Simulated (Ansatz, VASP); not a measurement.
One calculation of BAs, two programs

```
CELL_PARAMETERS angstrom
0.00000 2.38890 2.38890
2.38890 0.00000 2.38890
2.38890 2.38890 0.00000
ATOMIC_POSITIONS crystal
B 0.00000 0.00000 0.00000
As 0.25000 0.25000 0.25000
```

Alike in both runs: task single point; functional PBE; k mesh 8 × 8 × 8; no spin polarisation.

|  | VASP | Ansatz |
| --- | --- | --- |
| version | VASP 6.6.1 | Ansatz 0.2.0 |
| potentials or method | VASP PAW PBE potentials, release 64 (B, As) | scalar-relativistic, plane waves, PAW |
| plane-wave cutoff (eV) | 520 | 420 |
| occupations | gaussian, width 0.01 eV | fixed |
| valence electrons in the cell | 8 | 18 |

Ansatz gave:

```
gap on the k mesh at the Fermi level (eV) : 1.20
least direct gap on the mesh (eV)         : 3.28
```

Which values does VASP return?

gap on the k mesh at the Fermi level (eV): 1.19; least direct gap on the mesh (eV): 3.28.

VASP's potentials hold 8 valence electrons a cell and Ansatz's 18, so a difference there can come from the potentials and not from the codes.
